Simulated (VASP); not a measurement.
The system is MoS2.

```
Mo S
1.0
     3.26994    0.00000    0.00000
    -1.63497    2.83185    0.00000
     0.00000    0.00000    6.39554
Mo S
1 2
Direct
  0.00000 0.00000 0.50000
  0.66667 0.33333 0.74468
  0.33333 0.66667 0.25532
```

Base run:

```yaml
Program: VASP 6.6.1
Functional: PBE
Potentials_or_basis: VASP PAW PBE potentials, release 64 (Mo_sv, S)
Cutoff: 520 eV
k_mesh: 9 × 9 × 4
Occupations: fermi-dirac, width 0.05 eV
Spin: no spin polarisation
```

Its results: band gap on the k mesh zero (band 13 reaches 7.03 eV, above the bottom of band 14 at 6.01 eV); pressure -3.8 GPa; largest force 0.313 eV/Å.

Question: The run is repeated on the same cell with these changes: functional from PBE to r2SCAN; dispersion from none to rVV10. What comes out?

Answer: Band gap on the k mesh zero (band 13 reaches 7.00 eV, above the bottom of band 14 at 5.82 eV); pressure -5.9 GPa; largest force 0.452 eV/Å.

Several settings changed at once, so the effect can't be laid on one alone.

Caveats: this functional lacks dispersion, which binds the layers, so the pressure and a relaxed spacing across them are unreliable (some runs); the PAW data sets were made with another functional, which shifts forces and pressure a little (some runs).
